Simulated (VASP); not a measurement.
Set up this calculation in VASP 6.6.1, as the native input.

| Quantity | Value |
| --- | --- |
| Task | single point |
| Functional | PBE |
| Potentials or basis | VASP PAW PBE potentials, release 64 (Sr_sv, O) |
| Cutoff | 520 eV |
| k mesh | 8 × 8 × 8 |
| Occupations | gaussian, width 0.02 eV |
| Spin | no spin polarisation |
| Dipole correction | no |
| Further INCAR settings | ALGO = Normal; EDIFF = 1e-06; NBANDS = 15 |

The structure of SrO lies in POSCAR:

```
SrO
1.0
    0.0111529320      2.5933907640      2.6105570280
    2.5208967060      0.0151361220      2.6065738380
    2.5653542460      2.6338651140     -0.0293214180
Sr O
1 1
Direct
   -0.0265701611      0.0234726438     -0.0096894700
    0.5265701611      0.4765273562      0.5096894700
```

This cell differs from its parent crystal: atoms moved at random and the cell strained at random.

One way to write it, as run:

INCAR

```
ALGO = Normal
EDIFF = 1E-6
ENCUT = 520
GGA = PE
ISIF = 2
ISMEAR = 0
LASPH = T
LCHARG = F
LREAL = F
LWAVE = F
NBANDS = 15
NELM = 60
PREC = Accurate
SIGMA = 0.02
```

KPOINTS

```
k-points
0
Gamma
  8 8 8
```

Potentials or basis: VASP PAW PBE potentials, release 64 (Sr_sv, O).

Command:

```sh
$ cat potpaw_PBE.64/Sr_sv/POTCAR potpaw_PBE.64/O/POTCAR > POTCAR
$ mpirun -np 1 vasp_std > vasp.out
```

Results of the run:

- Pressure: 2.6 GPa
- Largest force: 0.464 eV/Å
- Band gap on the k mesh: 3.38 eV, direct

Caveat: the cell differs from its parent crystal (atoms moved at random and the cell strained at random).

Run time: 58 s on 1 thread of Intel(R) Xeon(R) 6975P-C (Granite Rapids) (shared host), peak memory 0.26 GiB.
